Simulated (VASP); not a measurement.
# MgO (P6_3mc) in VASP: further runs

Runs on MgO. Level: PBEsol. Tasks: single point.

All numbers are computed with VASP 6.6.1; they aren't measurements. Logs are shortened: lines on timing, memory, paths and dates and some standing lists are left out, and cuts for length are marked.

**1. The cell of the first run**

Symmetry: P6_3mc, No. 186, hexagonal system. The conventional cell has a = 3.397 Å, b = 3.397 Å, c = 4.748 Å, α = 90.00°, β = 90.00°, γ = 120.00°. Mg (site symmetry 3m) has 4 O at 1.94 to 2.01 Å within 2.6 Å. Within 2.6 Å of O (site symmetry 3m) lie 4 Mg at 1.94 to 2.01 Å.

**2. Single point, PBEsol (c/a of the conventional cell at fixed volume 1.3979)**

Input file INCAR:

```
SYSTEM = MgO
PREC = Accurate
ENCUT = 520
EDIFF = 1E-7
ISMEAR = 0
SIGMA = 0.05
LREAL = .FALSE.
LASPH = .TRUE.
NELM = 60
ALGO = Normal
ISIF = 2
LWAVE = .FALSE.
LCHARG = .FALSE.
GGA = PS
NBANDS = 16
```

Input file KPOINTS:

```
Automatic mesh
0
G
  9 9 6
  0 0 0
```

Input file POSCAR:

```
MgO
1.0
    3.3965520429      0.0000000000      0.0000000000
   -1.6982760214      2.9415003544      0.0000000000
    0.0000000000      0.0000000000      4.7480401007
Mg O
2 2
Direct
    0.3333333333      0.6666666667     -0.0081359286
    0.6666666667      0.3333333333      0.4918640714
    0.3333333333      0.6666666667      0.4009416620
    0.6666666667      0.3333333333      0.9009416620
```

Potentials or basis: VASP PAW PBE potentials, release 64 (Mg, O).

Run with:

```
$ cat potpaw_PBE.64/Mg/POTCAR potpaw_PBE.64/O/POTCAR > POTCAR
$ mpirun -np 1 vasp_std > vasp.out
```

OUTCAR:

```text
SYSTEM = MgO
   PREC = Accurate
   ENCUT = 520
   EDIFF = 1E-7
   ISMEAR = 0
   LREAL = .FALSE.
   LASPH = .TRUE.
   NELM = 60
   ISIF = 2
   GGA = PS

 ion  position               nearest neighbor table
   1  0.333  0.667  0.992-   3 1.94   4 2.01   4 2.01   4 2.01   3 2.81   2 3.08   2 3.08   2 3.08
                             2 3.08   2 3.08   2 3.08
   2  0.667  0.333  0.492-   4 1.94   3 2.01   3 2.01   3 2.01   4 2.81   1 3.08   1 3.08   1 3.08
                             1 3.08   1 3.08   1 3.08
   3  0.333  0.667  0.401-   1 1.94   2 2.01   2 2.01   2 2.01   1 2.81
   4  0.667  0.333  0.901-   2 1.94   1 2.01   1 2.01   1 2.01   2 2.81

  LATTYP: Found a hexagonal cell.
 ALAT       =     3.3965520429
 C/A-ratio  =     1.3979000000

  Lattice vectors:

 A1 = (   3.3965520429,   0.0000000000,   0.0000000000)
 A2 = (  -1.6982760214,   2.9415003544,   0.0000000000)
 A3 = (   0.0000000000,   0.0000000000,   4.7480401007)

Analysis of symmetry for initial positions (statically):
=====================================================================
 Subroutine PRICEL returns:
 Original cell was already a primitive cell.

 Routine SETGRP: Setting up the symmetry group for a
 hexagonal supercell.

 Subroutine GETGRP returns: Found 12 space group operations
 (whereof  6 operations were pure point group operations)
 out of a pool of 24 trial point group operations.

The static configuration has the point symmetry C_3v.
 The point group associated with its full space group is C_6v.

Analysis of symmetry for dynamics (positions and initial velocities):
=====================================================================
 Subroutine PRICEL returns:
 Original cell was already a primitive cell.

 Routine SETGRP: Setting up the symmetry group for a
 hexagonal supercell.

 Subroutine GETGRP returns: Found 12 space group operations
 (whereof  6 operations were pure point group operations)
 out of a pool of 24 trial point group operations.

The dynamic configuration has the point symmetry C_3v.
 The point group associated with its full space group is C_6v.

 Subroutine INISYM returns: Found 12 space group operations
 (whereof  6 operations are pure point group operations),
 and found     1 'primitive' translations

----------------------------------------------------------------------------------------

                                     Primitive cell

  volume of cell :      47.4375

  direct lattice vectors                    reciprocal lattice vectors
     3.396552043  0.000000000  0.000000000     0.294416216  0.169981282  0.000000000
    -1.698276021  2.941500354  0.000000000     0.000000000  0.339962563  0.000000000
     0.000000000  0.000000000  4.748040101     0.000000000  0.000000000  0.210613217

  length of vectors
     3.396552043  3.396552043  4.748040101     0.339962563  0.339962563  0.210613217

  position of ions in fractional coordinates (direct lattice)
     0.333333333  0.666666667  0.991864071
     0.666666667  0.333333333  0.491864071
     0.333333333  0.666666667  0.400941662
     0.666666667  0.333333333  0.900941662

  ion indices of the primitive-cell ions
   primitive index   ion index
                 1           1
                 2           2
                 3           3
                 4           4

----------------------------------------------------------------------------------------

 KPOINTS: Automatic mesh

Automatic generation of k-mesh.
 Grid dimensions read from file:
 generate k-points for:    9    9    6

 Generating k-lattice:

  Cartesian coordinates                     Fractional coordinates (reciprocal lattice)
     0.032712913  0.018886809  0.000000000     0.111111111  0.000000000  0.000000000
     0.000000000  0.037773618  0.000000000     0.000000000  0.111111111  0.000000000
     0.000000000  0.000000000  0.035102203     0.000000000  0.000000000  0.166666667

  Length of vectors
     0.037773618  0.037773618  0.035102203

  Shift w.r.t. Gamma in fractional coordinates (k-lattice)
     0.000000000  0.000000000  0.000000000

 Subroutine IBZKPT returns following result:
 ===========================================

 Found     48 irreducible k-points:

 Following reciprocal coordinates:
            Coordinates               Weight
  0.000000  0.000000  0.000000      1.000000
  0.111111  0.000000  0.000000      6.000000
  0.222222  0.000000  0.000000      6.000000
  0.333333  0.000000  0.000000      6.000000
  0.444444  0.000000  0.000000      6.000000
  0.111111  0.111111  0.000000      6.000000
[... 16 lines left out ...]
  0.333333  0.222222  0.166667     24.000000
  0.333333  0.333333  0.166667      4.000000
 [... further k-points ...]
   k-points           NKPTS =     48   k-points in BZ     NKDIM =     48   number of bands    NBANDS=     16
   number of dos      NEDOS =    301   number of ions     NIONS =      4
   total plane-waves  NPLWV =  28224
   dimension x,y,z NGX =    28 NGY =   28 NGZ =   36
   dimension x,y,z NGXF=    56 NGYF=   56 NGZF=   72
   ions per type =               2   2
   NGX,Y,Z   is equivalent  to a cutoff of  13.70, 13.70, 12.60 a.u.
   NGXF,Y,Z  is equivalent  to a cutoff of  27.41, 27.41, 25.21 a.u.
 SYSTEM =  MgO
   PREC   = accura    normal or accurate (medium, high low for compatibility)
   ISTART =      0    job   : 0-new  1-cont  2-samecut
   ICHARG =      2    charge: 1-file 2-atom 10-const
   ISPIN  =      1    spin polarized calculation?
   LNONCOLLINEAR =      F non collinear calculations
   LSORBIT =      F    spin-orbit coupling
   LASPH  =      T    aspherical Exc in radial PAW
   ENCUT  =  520.0 eV  38.22 Ry    6.18 a.u.   6.32  6.32  8.83*2*pi/ulx,y,z
   NELM   =     60;   NELMIN=  2; NELMDL= -5     # of ELM steps
   EDIFF  = 0.1E-06   stopping-criterion for ELM
   LREAL  =      F    real-space projection
   EDIFFG = 0.1E-05   stopping-criterion for IOM
   NSW    =      0    number of steps for IOM
   IBRION =     -1    ionic relax: 0-MD 1-quasi-New 2-CG
   NFREE  =      0    steps in history (QN), initial steepest desc. (CG)
   ISIF   =      2    stress and relaxation
   ISYM   =      2    0-nonsym 1-usesym 2-fastsym
   POTIM  = 0.5000    time-step for ionic-motion
   TEBEG  =    0.0;   TEEND  =   0.0 temperature during run
   PSTRESS=    0.0 pullay stress
   NELECT =      16.0000    total number of electrons
   NUPDOWN=      -1.0000    fix difference up-down
   EMIN   =  10.00;   EMAX   =-10.00  energy-range for DOS
   EFERMI =   0.00;   METHOD = LEGACY
   ISMEAR =     0;   SIGMA  =   0.05  broadening in eV -4-tet -1-fermi 0-gaus
   EFERMI_NEDOS =   21; number of points for ismear=-14 and -15
   IALGO  =     38    algorithm
   IMIX   =      4    mixing-type and parameters
     AMIX     =   0.40;   BMIX     =  1.00
     AMIX_MAG =   1.60;   BMIX_MAG =  1.00
  volume/ion in A,a.u.               =      11.86        80.03
  Fermi-wavevector in a.u.,A,eV,Ry     =   1.139570  2.153475 17.668792  1.298620
  Thomas-Fermi vector in A             =   2.276273
   LORBIT       =      0    0 simple, 1 ext, 2 COOP (PROOUT), +10 PAW based schemes
   GGA     = PS    functional components
   LHFCALC =     F    Hartree Fock is set to
   AEXX    =    0.0000 exact exchange contribution
   IVDW    =     0    specifies the selected vdW correction
   LEPSILON=     F    determine dielectric tensor
   LRPA    =     F    only Hartree local field effects (RPA)
 non-spin polarized calculation
 Gauss-broadening in eV      SIGMA  =   0.05
  energy-cutoff  :      520.00
  volume of cell :       47.44
 maximum number of plane-waves:      1295
 NGX is ok and might be reduce to    28
   NGX = 13   NGY = 13   NGZ = 17

 number of electron      16.0000002 magnetization

 Free energy of the ion-electron system (eV)
  ---------------------------------------------------
  ext. energy  EPLUGINS =         0.00000000
  ---------------------------------------------------
  free energy    TOTEN  =       -24.50053053 eV

  energy without entropy =      -24.50053053  energy(sigma->0) =      -24.50053053

 E-fermi :   1.3694     XC(G=0):  -9.9608

 val. band max:        1.1587946183   @ k =   0.0000   0.0000   0.0000
 cond. band min:       4.3218247879   @ k =   0.0000   0.0000   0.0000
 fundamental gap:      3.1630301695
 Fermi energy:         1.3693745413

 k-point     1 :       0.0000    0.0000    0.0000
  band No.  band energies     occupation
      1     -15.1682      2.00000
      2     -14.2158      2.00000
      3      -2.1883      2.00000
      4       0.0741      2.00000
      5       0.0741      2.00000
      6       0.5565      2.00000
[... 8 lines left out ...]
     15      16.8519      0.00000
     16      16.8519      0.00000

 k-point     2 :       0.1111    0.0000    0.0000
  band No.  band energies     occupation
      1     -15.1097      2.00000
      2     -14.2058      2.00000
      3      -2.0790      2.00000
      4      -0.1908      2.00000
      5      -0.0115      2.00000
      6       0.2005      2.00000
[... 8 lines left out ...]
     15      16.7089      0.00000
     16      16.7927      0.00000

 k-point     3 :       0.2222    0.0000    0.0000
  band No.  band energies     occupation
      1     -14.9513      2.00000
      2     -14.1881      2.00000
      3      -1.7714      2.00000
      4      -0.9157      2.00000
      5      -0.3111      2.00000
      6      -0.1916      2.00000
[... 8 lines left out ...]
     15      15.8310      0.00000
     16      15.8424      0.00000

 k-point     4 :       0.3333    0.0000    0.0000
  band No.  band energies     occupation
      1     -14.7423      2.00000
      2     -14.1914      2.00000
      3      -1.6519      2.00000
      4      -1.3001      2.00000
      5      -0.7255      2.00000
      6      -0.3634      2.00000
[... 8 lines left out ...]
     15      15.3368      0.00000
     16      15.8739      0.00000
[... 324 lines left out ...]
 k-point    22 :       0.2222    0.2222    0.1667
  band No.  band energies     occupation
      1     -14.6048      2.00000
      2     -14.2316      2.00000
      3      -1.6743      2.00000
      4      -1.5519      2.00000
      5      -0.5556      2.00000
      6      -0.4220      2.00000
[... 8 lines left out ...]
     15      14.7408      0.00000
     16      16.9072      0.00000

 k-point    23 :       0.3333    0.2222    0.1667
  band No.  band energies     occupation
      1     -14.4561      2.00000
      2     -14.2718      2.00000
      3      -1.8942      2.00000
      4      -1.3424      2.00000
      5      -0.9653      2.00000
      6      -0.1636      2.00000
[... 8 lines left out ...]
     15      14.4979      0.00000
     16      16.9241      0.00000

 k-point    24 :       0.3333    0.3333    0.1667
  band No.  band energies     occupation
      1     -14.3451      2.00000
      2     -14.3451      2.00000
      3      -1.7770      2.00000
      4      -1.2535      2.00000
      5      -1.2535      2.00000
      6      -0.2216      2.00000
[... 8 lines left out ...]
     15      14.3722      0.00000
     16      17.7185      0.00000

 [... further k-points ...]
[... 5 lines left out ...]
  --------------------------------------------------------------------------------------
  -------------------------------------------------------------------------------------
  Total       -1.3574312     -1.3574312      1.3971066     -0.0000000      0.0000000     -0.0000000
  in kB      -45.8465691    -45.8465691     47.1865876     -0.0000000      0.0000000     -0.0000000
  external PRESSURE =     -14.8355169 kB  Pullay stress =       0.0000000 kB

 VOLUME and BASIS-vectors are now :
 -----------------------------------------------------------------------------
  energy-cutoff  :      520.00
  volume of cell :       47.44
      direct lattice vectors                 reciprocal lattice vectors
     3.396552043  0.000000000  0.000000000     0.294416216  0.169981282  0.000000000
    -1.698276021  2.941500354  0.000000000     0.000000000  0.339962563  0.000000000
     0.000000000  0.000000000  4.748040101     0.000000000  0.000000000  0.210613217

 POSITION                                       TOTAL-FORCE (eV/Angst)
 -----------------------------------------------------------------------------------
     -0.00000      1.96100      4.70941        -0.000000      0.000000     -0.543337
      1.69828      0.98050      2.33539         0.000000     -0.000000     -0.543337
     -0.00000      1.96100      1.90369        -0.000000      0.000000      0.543337
      1.69828      0.98050      4.27771        -0.000000     -0.000000      0.543337
 -----------------------------------------------------------------------------------
    total drift:                               -0.000000      0.000000     -0.000318

  FREE ENERGIE OF THE ION-ELECTRON SYSTEM (eV)
  ---------------------------------------------------
  free  energy   TOTEN  =       -24.5005305287 eV

  energy  without entropy=      -24.5005305287  energy(sigma->0) =      -24.50053053
```

Wall time 16 s (1 thread of Intel Xeon 6975P-C (Granite Rapids), shared host); peak memory 0.18 GiB.

What came out:

| Quantity | Value |
| --- | --- |
| Free energy | -24.5005 eV |
| Pressure | -1.5 GPa |
| Largest force | 0.543 eV/Å |
| Band gap on the k mesh | 3.16 eV, direct |

Forces in eV/Å, atoms in the order of the input:
```
Mg   0.000  0.000 -0.543
Mg   0.000  0.000 -0.543
O    0.000  0.000  0.543
O    0.000  0.000  0.543
```

Stress tensor (GPa, compression positive):
```
-4.58  0.00  0.00
 0.00 -4.58  0.00
 0.00  0.00  4.72
```

Caveat: the PAW data sets were made with another functional, which shifts forces and pressure a little. A k mesh can miss the band edges.

(Continued in part 2 of 2.)
